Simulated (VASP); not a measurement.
A run of VASP 6.6.1 is set up as follows.

Contents of POSCAR:

```
P
1.0
    1.7774969333      1.0262383330      3.2235704125
   -1.7774969333      1.0262383330      3.2235704125
    0.0000000000     -2.0524766659      3.2235704125
P
2
Direct
    0.2270802500      0.2270802500      0.2270802500
    0.7729197500      0.7729197500      0.7729197500
```

INCAR.step1

```
PREC = Accurate
ENCUT = 520
ISMEAR = 0
SIGMA = 0.15
LREAL = F
LASPH = T
NELM = 80
NBANDS = 12
GGA = PE
ALGO = Normal
EDIFF = 1E-4
LWAVE = T
LCHARG = F
```

The input INCAR.step2:

```
PREC = Accurate
ENCUT = 520
EDIFF = 1E-6
ISMEAR = 0
SIGMA = 0.15
LREAL = F
LASPH = T
NELM = 80
ALGO = Normal
ISIF = 2
LWAVE = F
LCHARG = T
METAGGA = R2SCAN
LMIXTAU = T
LELF = T
LVHAR = T
NBANDS = 12
ISTART = 1
```

File KPOINTS:

```
Automatic mesh
0
Gamma
  18 18 18
```

Potentials or basis: VASP PAW PBE potentials, release 64 (P).

Run with:

```console
$ cat potpaw_PBE.64/P/POTCAR > POTCAR
$ cp INCAR.step1 INCAR
$ mpirun -np 1 vasp_std > vasp.out
$ cp INCAR.step2 INCAR
$ mpirun -np 1 vasp_std > vasp.out
```

Question: What does it give for the pressure?

Answer: -6.9 GPa.

Question: Estimate the band gap on the k mesh.

Answer: Zero (bands 5 and 6 overlap by 0.60 eV).

Question: Estimate the largest force.

Answer: 0.570 eV/Å.

Forces on the atoms (eV/Å):
```
P    0.000  0.000 -0.570
P    0.000  0.000  0.570
```

Caveat: the cell differs from its parent crystal (strain +0.030 along x and y, +0.030 along z); the cell stands under tension; the PAW data sets were made with another functional, which shifts forces and pressure a little.
